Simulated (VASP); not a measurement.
# NiO (Fm-3m) in VASP: notebook

NiO is run at these levels: PBE; tasks: single point, relaxation of cell and atoms.

Program: VASP 6.6.1. These are calculated values, not measurements. Logs are shortened: lines on timing, memory, paths and dates and some standing lists are left out, and cuts for length are marked.

## (1) The cell of the first run

The structure is cubic, space group Fm-3m (No. 225). The conventional cell has a = 4.352 Å, b = 4.352 Å, c = 4.352 Å, α = 90.00°, β = 90.00°, γ = 90.00°. Within 2.9 Å of Ni (site symmetry m-3m) lie 6 O at 2.18 Å. Within 2.9 Å of O (site symmetry m-3m) lie 6 Ni at 2.18 Å.

## (2) Single point, PBE, collinear spin, ferromagnetic start (volume scaled by 1.10)

Input file INCAR:

```
SYSTEM = NiO
PREC = Accurate ; ENCUT = 520
EDIFF = 1E-6 ; ISMEAR = 0
SIGMA = 0.1 ; LREAL = .FALSE.
LASPH = .TRUE. ; NELM = 150
ALGO = Normal ; ISIF = 2
LWAVE = .FALSE. ; LCHARG = .TRUE.
ISPIN = 2 ; MAGMOM = 1.6 0.32
LORBIT = 11 ; LMAXMIX = 4
GGA = PE ; LELF = .TRUE.
LVHAR = .TRUE. ; NBANDS = 19
```

Input file KPOINTS:

```
Automatic mesh
0
G
  18 18 18
  0 0 0
```

Input file POSCAR:

```
NiO
1.0
    0.0000000000      2.1762282511      2.1762282511
    2.1762282511      0.0000000000      2.1762282511
    2.1762282511      2.1762282511      0.0000000000
Ni O
1 1
Direct
    0.0000000000      0.0000000000      0.0000000000
    0.5000000000      0.5000000000      0.5000000000
```

Potentials or basis: VASP PAW PBE potentials, release 64 (Ni, O).

Started as:

```sh
cat potpaw_PBE.64/Ni/POTCAR potpaw_PBE.64/O/POTCAR > POTCAR
mpirun -np 1 vasp_std > vasp.out
```

OUTCAR:

```text
SYSTEM = NiO
   PREC = Accurate
   ENCUT = 520
   EDIFF = 1E-6
   ISMEAR = 0
   LREAL = .FALSE.
   LASPH = .TRUE.
   NELM = 150
   ISIF = 2
   ISPIN = 2
   LORBIT = 11
   GGA = PE

 ion  position               nearest neighbor table
   1  0.000  0.000  0.000-   2 2.18   2 2.18   2 2.18   2 2.18   2 2.18   2 2.18
   2  0.500  0.500  0.500-   1 2.18   1 2.18   1 2.18   1 2.18   1 2.18   1 2.18

  LATTYP: Found a face centered cubic cell.
 ALAT       =     4.3524565022

  Lattice vectors:

 A1 = (   0.0000000000,   2.1762282511,   2.1762282511)
 A2 = (   2.1762282511,   0.0000000000,   2.1762282511)
 A3 = (   2.1762282511,   2.1762282511,   0.0000000000)

Analysis of symmetry for initial positions (statically):
=====================================================================
 Subroutine PRICEL returns:
 Original cell was already a primitive cell.

 Routine SETGRP: Setting up the symmetry group for a
 face centered cubic supercell.

 Subroutine GETGRP returns: Found 48 space group operations
 (whereof 48 operations were pure point group operations)
 out of a pool of 48 trial point group operations.

The static configuration has the point symmetry O_h .

Analysis of symmetry for dynamics (positions and initial velocities):
=====================================================================
 Subroutine PRICEL returns:
 Original cell was already a primitive cell.

 Routine SETGRP: Setting up the symmetry group for a
 face centered cubic supercell.

 Subroutine GETGRP returns: Found 48 space group operations
 (whereof 48 operations were pure point group operations)
 out of a pool of 48 trial point group operations.

The dynamic configuration has the point symmetry O_h .

Analysis of structural, dynamic, and magnetic symmetry:
=====================================================================
 Subroutine PRICEL returns:
 Original cell was already a primitive cell.

 Routine SETGRP: Setting up the symmetry group for a
 face centered cubic supercell.

 Subroutine GETGRP returns: Found 48 space group operations
 (whereof 48 operations were pure point group operations)
 out of a pool of 48 trial point group operations.

The overall configuration has the point symmetry O_h .

 Subroutine INISYM returns: Found 48 space group operations
 (whereof 48 operations are pure point group operations),
 and found     1 'primitive' translations

----------------------------------------------------------------------------------------

                                     Primitive cell

  volume of cell :      20.6131

  direct lattice vectors                    reciprocal lattice vectors
     0.000000000  2.176228251  2.176228251    -0.229755312  0.229755312  0.229755312
     2.176228251  0.000000000  2.176228251     0.229755312 -0.229755312  0.229755312
     2.176228251  2.176228251  0.000000000     0.229755312  0.229755312 -0.229755312

  length of vectors
     3.077651508  3.077651508  3.077651508     0.397947873  0.397947873  0.397947873

  position of ions in fractional coordinates (direct lattice)
     0.000000000  0.000000000  0.000000000
     0.500000000  0.500000000  0.500000000

  ion indices of the primitive-cell ions
   primitive index   ion index
                 1           1
                 2           2

----------------------------------------------------------------------------------------

 KPOINTS: Automatic mesh

Automatic generation of k-mesh.
 Grid dimensions read from file:
 generate k-points for:   18   18   18

 Generating k-lattice:

  Cartesian coordinates                     Fractional coordinates (reciprocal lattice)
    -0.012764184  0.012764184  0.012764184     0.055555556  0.000000000  0.000000000
     0.012764184 -0.012764184  0.012764184     0.000000000  0.055555556  0.000000000
     0.012764184  0.012764184 -0.012764184     0.000000000  0.000000000  0.055555556

  Length of vectors
     0.022108215  0.022108215  0.022108215

  Shift w.r.t. Gamma in fractional coordinates (k-lattice)
     0.000000000  0.000000000  0.000000000

 Subroutine IBZKPT returns following result:
 ===========================================

 Found    195 irreducible k-points:

 Following reciprocal coordinates:
            Coordinates               Weight
  0.000000  0.000000  0.000000      1.000000
  0.055556  0.000000  0.000000      8.000000
  0.111111  0.000000  0.000000      8.000000
  0.166667  0.000000  0.000000      8.000000
  0.222222  0.000000  0.000000      8.000000
  0.277778  0.000000  0.000000      8.000000
[... 16 lines left out ...]
 -0.277778  0.055556  0.000000     24.000000
 -0.222222  0.055556  0.000000     24.000000
 [... further k-points ...]
   k-points           NKPTS =    195   k-points in BZ     NKDIM =    195   number of bands    NBANDS=     19
   number of dos      NEDOS =    301   number of ions     NIONS =      2
   total plane-waves  NPLWV =  13824
   dimension x,y,z NGX =    24 NGY =   24 NGZ =   24
   dimension x,y,z NGXF=    48 NGYF=   48 NGZF=   48
   ions per type =               1   1
   NGX,Y,Z   is equivalent  to a cutoff of  12.96, 12.96, 12.96 a.u.
   NGXF,Y,Z  is equivalent  to a cutoff of  25.93, 25.93, 25.93 a.u.
 SYSTEM =  NiO
   PREC   = accura    normal or accurate (medium, high low for compatibility)
   ISTART =      0    job   : 0-new  1-cont  2-samecut
   ICHARG =      2    charge: 1-file 2-atom 10-const
   ISPIN  =      2    spin polarized calculation?
   LNONCOLLINEAR =      F non collinear calculations
   LSORBIT =      F    spin-orbit coupling
   LASPH  =      T    aspherical Exc in radial PAW
   ENCUT  =  520.0 eV  38.22 Ry    6.18 a.u.   5.72  5.72  5.72*2*pi/ulx,y,z
   NELM   =    150;   NELMIN=  2; NELMDL= -5     # of ELM steps
   EDIFF  = 0.1E-05   stopping-criterion for ELM
   LREAL  =      F    real-space projection
   EDIFFG = 0.1E-04   stopping-criterion for IOM
   NSW    =      0    number of steps for IOM
   IBRION =     -1    ionic relax: 0-MD 1-quasi-New 2-CG
   NFREE  =      0    steps in history (QN), initial steepest desc. (CG)
   ISIF   =      2    stress and relaxation
   ISYM   =      2    0-nonsym 1-usesym 2-fastsym
   POTIM  = 0.5000    time-step for ionic-motion
   TEBEG  =    0.0;   TEEND  =   0.0 temperature during run
   PSTRESS=    0.0 pullay stress
   NELECT =      16.0000    total number of electrons
   NUPDOWN=      -1.0000    fix difference up-down
   EMIN   =  10.00;   EMAX   =-10.00  energy-range for DOS
   EFERMI =   0.00;   METHOD = LEGACY
   ISMEAR =     0;   SIGMA  =   0.10  broadening in eV -4-tet -1-fermi 0-gaus
   EFERMI_NEDOS =   21; number of points for ismear=-14 and -15
   IALGO  =     38    algorithm
   IMIX   =      4    mixing-type and parameters
     AMIX     =   0.40;   BMIX     =  1.00
     AMIX_MAG =   1.60;   BMIX_MAG =  1.00
  volume/ion in A,a.u.               =      10.31        69.55
  Fermi-wavevector in a.u.,A,eV,Ry     =   1.504528  2.843146 30.798224  2.263606
  Thomas-Fermi vector in A             =   2.615496
   LORBIT       =     11    0 simple, 1 ext, 2 COOP (PROOUT), +10 PAW based schemes
   GGA     = PE    functional components
   LHFCALC =     F    Hartree Fock is set to
   AEXX    =    0.0000 exact exchange contribution
   IVDW    =     0    specifies the selected vdW correction
   LEPSILON=     F    determine dielectric tensor
   LRPA    =     F    only Hartree local field effects (RPA)
 spin polarized calculation
 Gauss-broadening in eV      SIGMA  =   0.10
  energy-cutoff  :      520.00
  volume of cell :       20.61
 maximum number of plane-waves:       568
   NGX = 11   NGY = 11   NGZ = 11

 number of electron      15.9999983 magnetization       1.9284464

 Free energy of the ion-electron system (eV)
  ---------------------------------------------------
  ext. energy  EPLUGINS =         0.00000000
  ---------------------------------------------------
  free energy    TOTEN  =       -11.39581286 eV

  energy without entropy =      -11.39209172  energy(sigma->0) =      -11.39395229

 E-fermi :   6.0922     XC(G=0): -11.9692

 val. band max:        6.0873749189   @ k =  -0.3333   0.1111   0.0000
 cond. band min:       6.0948504013   @ k =  -0.1111   0.1111   0.0000
 fundamental gap:      0.0074754824
 Fermi energy:         6.0922275393

 spin component 1

 k-point     1 :       0.0000    0.0000    0.0000
  band No.  band energies     occupation
      1     -13.0613      1.00000
      2       3.0500      1.00000
      3       3.0500      1.00000
      4       3.6882      1.00000
      5       3.6882      1.00000
      6       3.6882      1.00000
[... 11 lines left out ...]
     18      30.5832      0.00000
     19      30.5832      0.00000

 k-point     2 :       0.0556    0.0000    0.0000
  band No.  band energies     occupation
      1     -13.0333      1.00000
      2       2.8487      1.00000
      3       2.8488      1.00000
      4       3.2709      1.00000
      5       3.6428      1.00000
      6       3.6428      1.00000
[... 476 lines left out ...]
 k-point    24 :      -0.2222    0.0556    0.0000
  band No.  band energies     occupation
      1     -12.5824      1.00000
      2       0.8591      1.00000
      3       1.5744      1.00000
      4       1.8837      1.00000
      5       3.8100      1.00000
      6       3.8864      1.00000
[... 11 lines left out ...]
     18      34.2050      0.00000
     19      35.0869      0.00000

 [... further k-points ...]

 spin component 2

 k-point     1 :       0.0000    0.0000    0.0000
  band No.  band energies     occupation
      1     -12.5490      1.00000
      2       4.2813      1.00000
      3       4.2813      1.00000
      4       4.2813      1.00000
      5       4.5705      1.00000
      6       4.5708      1.00000
[... 11 lines left out ...]
     18      31.1925      0.00000
     19      31.1928      0.00000

 k-point     2 :       0.0556    0.0000    0.0000
  band No.  band energies     occupation
      1     -12.5199      1.00000
      2       3.8949      1.00000
      3       4.1117      1.00000
      4       4.1117      1.00000
      5       4.6356      1.00000
      6       4.6357      1.00000
[... 476 lines left out ...]
 k-point    24 :      -0.2222    0.0556    0.0000
  band No.  band energies     occupation
      1     -12.0493      1.00000
      2       1.3919      1.00000
      3       2.9443      1.00000
      4       3.0023      1.00000
      5       4.8680      1.00000
      6       5.0711      1.00000
[... 11 lines left out ...]
     18      34.7553      0.00000
     19      35.7135      0.00000

 [... further k-points ...]
[... 5 lines left out ...]
  --------------------------------------------------------------------------------------
  -------------------------------------------------------------------------------------
  Total       -1.7636728     -1.7636728     -1.7636728     -0.0000000      0.0000000     -0.0000000
  in kB     -137.0835241   -137.0835241   -137.0835241     -0.0000000      0.0000000     -0.0000000
  external PRESSURE =    -137.0835241 kB  Pullay stress =       0.0000000 kB

 VOLUME and BASIS-vectors are now :
 -----------------------------------------------------------------------------
  energy-cutoff  :      520.00
  volume of cell :       20.61
      direct lattice vectors                 reciprocal lattice vectors
     0.000000000  2.176228251  2.176228251    -0.229755312  0.229755312  0.229755312
     2.176228251  0.000000000  2.176228251     0.229755312 -0.229755312  0.229755312
     2.176228251  2.176228251  0.000000000     0.229755312  0.229755312 -0.229755312

 POSITION                                       TOTAL-FORCE (eV/Angst)
 -----------------------------------------------------------------------------------
      0.00000      0.00000      0.00000        -0.000000      0.000000     -0.000000
      2.17623      2.17623      2.17623         0.000000     -0.000000      0.000000
 -----------------------------------------------------------------------------------
    total drift:                                0.000000     -0.000000     -0.000000

  FREE ENERGIE OF THE ION-ELECTRON SYSTEM (eV)
  ---------------------------------------------------
  free  energy   TOTEN  =       -11.3958128578 eV

  energy  without entropy=      -11.3920917199  energy(sigma->0) =      -11.39395229

 total charge

# of ion       s       p       d       tot
------------------------------------------
    1        0.298   0.321   8.161   8.779
    2        1.556   3.369   0.000   4.925
--------------------------------------------------
tot          1.854   3.689   8.161  13.704

 magnetization (x)

# of ion       s       p       d       tot
------------------------------------------
    1        0.010   0.012   1.543   1.565
    2        0.025   0.285   0.000   0.310
--------------------------------------------------
tot          0.035   0.298   1.543   1.876
```

Wall time 81 s (1 thread of Intel Xeon Platinum 8488C (Sapphire Rapids), shared host); peak memory 0.24 GiB.

What came out:

```
Free energy                                           : -11.3958 eV
Pressure                                              : -13.7 GPa
Net moment                                            : 1.93 μB per cell
Site moments                                          : Ni +1.56; O +0.31 μB
Valence electrons inside the program's atomic spheres : Ni 8.78; O 4.92
```

Levels at points of the mesh, in eV from the Fermi level:
Spin up:
```tsv
k point	band 7	band 8	band 9	band 10	band 11	band 12
(0.00, 0.00, 0.00)	-2.39	-2.39	-2.39	1.03	17.55	18.11
(0.50, 0.00, 0.00)	-1.40	0.09	0.09	5.46	8.93	13.32
(0.50, 0.50, 0.00)	-2.43	-1.63	-1.63	5.47	9.91	11.83
```
Spin down:
```csv
k point,band 3,band 4,band 5,band 6,band 7,band 8,band 9,band 10,band 11,band 12
"(0.00, 0.00, 0.00)",-1.81,-1.81,-1.52,-1.52,-1.52,-0.26,-0.26,1.39,17.47,18.32
"(0.50, 0.00, 0.00)",-3.83,-3.83,-0.80,-0.80,-0.49,2.12,2.12,5.63,9.51,13.62
"(0.50, 0.50, 0.00)",-3.00,-3.00,-2.27,-0.67,-0.67,0.08,0.41,5.95,10.30,12.07
```

Caveat: the cell differs from its parent crystal (volume scaled by 1.10); a cell with one magnetic atom can't hold antiferromagnetic order, which such compounds often take; semilocal functionals often make such compounds metallic where correlation or magnetic order opens a gap, which also shifts bond lengths.

## (3) Relaxation of cell and atoms, PBE, collinear spin, ferromagnetic start

This run uses another cell than the first one, of 9.08 Å³/atom, 0.881 times its volume.

Input file INCAR:

```
SYSTEM = NiO
PREC     = Accurate       ! precision mode
ENCUT    = 600            ! plane-wave cutoff, eV
EDIFF    = 1E-7           ! SCF threshold, eV
ISMEAR   = 0              ! smearing method
SIGMA    = 0.1            ! smearing width, eV
LREAL    = .False.        ! projectors in reciprocal space
LASPH    = .True.         ! aspherical terms in the spheres
NELM     = 150            ! most SCF steps
ALGO     = Normal         ! electronic algorithm
ISIF     = 3              ! what is computed and relaxed
LWAVE    = .False.        ! write WAVECAR
LCHARG   = .False.        ! write CHGCAR
ISPIN    = 2              ! spin polarisation
MAGMOM   = 1.61 0.33      ! initial moments
LORBIT   = 11             ! projections on sites
LMAXMIX  = 4              ! l up to which the mixer works
GGA      = PE             ! functional
IBRION   = 2              ! ionic algorithm
NSW      = 100            ! ionic steps
EDIFFG   = -0.005         ! ionic threshold
```

Input file KPOINTS:

```
regular mesh
0
Gamma
  18 18 18
  0 0 0
```

Input file POSCAR:

```
NiO
1.0
    0.0000000000      2.0859016414      2.0859016414
    2.0859016414      0.0000000000      2.0859016414
    2.0859016414      2.0859016414      0.0000000000
Ni O
1 1
Direct
    0.0000000000      0.0000000000      0.0000000000
    0.5000000000      0.5000000000      0.5000000000
```

Potentials or basis: VASP PAW PBE potentials, release 64 (Ni, O).

Started as:

```sh
cat potpaw_PBE.64/Ni/POTCAR potpaw_PBE.64/O/POTCAR > POTCAR
mpirun -np 1 vasp_std > vasp.out
```

It took 6.4 min on 1 thread of Intel Xeon Platinum 8375C at 2.90GHz (Ice Lake), shared host; peak memory 0.23 GiB.

It converged, with:

```
Free energy                                           : -11.4825 eV
Relaxed volume                                        : 9.34 Å³/atom
Relaxed cell                                          : a = 2.978 Å, b = 2.978 Å, c = 2.978 Å, α = 60.00°, β = 60.00°, γ = 60.00°
Space group after relaxing (to 0.05 Å)                : Fm-3m (No. 225)
Energy gained by relaxing                             : 3.9 meV/atom
Ionic steps                                           : 3
Pressure after relaxing                               : 0.0 GPa
Net moment                                            : 1.76 μB per cell
Site moments                                          : Ni +1.45; O +0.27 μB
Valence electrons inside the program's atomic spheres : Ni 8.94; O 4.97
```

The path:
```tsv
step	energy change (eV)	largest force (eV/Å)	pressure (GPa)	volume (Å³)
1	0.0000	0.0000	4.95	18.15
2	-0.0064	0.0000	-1.96	18.90
3	-0.0078	0.0000	0.01	18.67
```

Final structure:
```
Ni O
1.0
     0.00000    2.10559    2.10559
     2.10559    0.00000    2.10559
     2.10559    2.10559    0.00000
Ni O
1 1
Direct
  0.00000 0.00000 0.00000
  0.50000 0.50000 0.50000
```

Levels at points of the mesh, in eV from the Fermi level:
Spin up:
```tsv
k point	band 5	band 6	band 7	band 8	band 9	band 10	band 11	band 12	band 13
(0.00, 0.00, 0.00)	-2.89	-2.89	-2.60	-2.60	-2.60	1.40	17.78	18.74	18.74
(0.50, 0.00, 0.00)	-1.95	-1.95	-1.42	0.24	0.24	5.55	9.73	13.85	13.85
(0.50, 0.50, 0.00)	-3.42	-2.78	-2.28	-1.65	-1.65	5.98	10.41	12.13	16.31
```
Spin down:
```
           k point  band 4  band 5  band 6  band 7  band 8  band 9  band 10  band 11
(0.00, 0.00, 0.00)   -2.38   -1.79   -1.79   -1.79   -0.55   -0.55     1.75    17.72
(0.50, 0.00, 0.00)   -4.63   -0.93   -0.93   -0.57    2.17    2.17     5.72    10.25
(0.50, 0.50, 0.00)   -3.70   -2.71   -0.75   -0.75   -0.14    0.35     6.43    10.76
```

Caveat: a cell with one magnetic atom can't hold antiferromagnetic order, which such compounds often take; semilocal functionals often make such compounds metallic where correlation or magnetic order opens a gap, which also shifts bond lengths. With open d or f shells a metallic result of PBE can be an artefact of self-interaction; +U or a hybrid may open a gap.
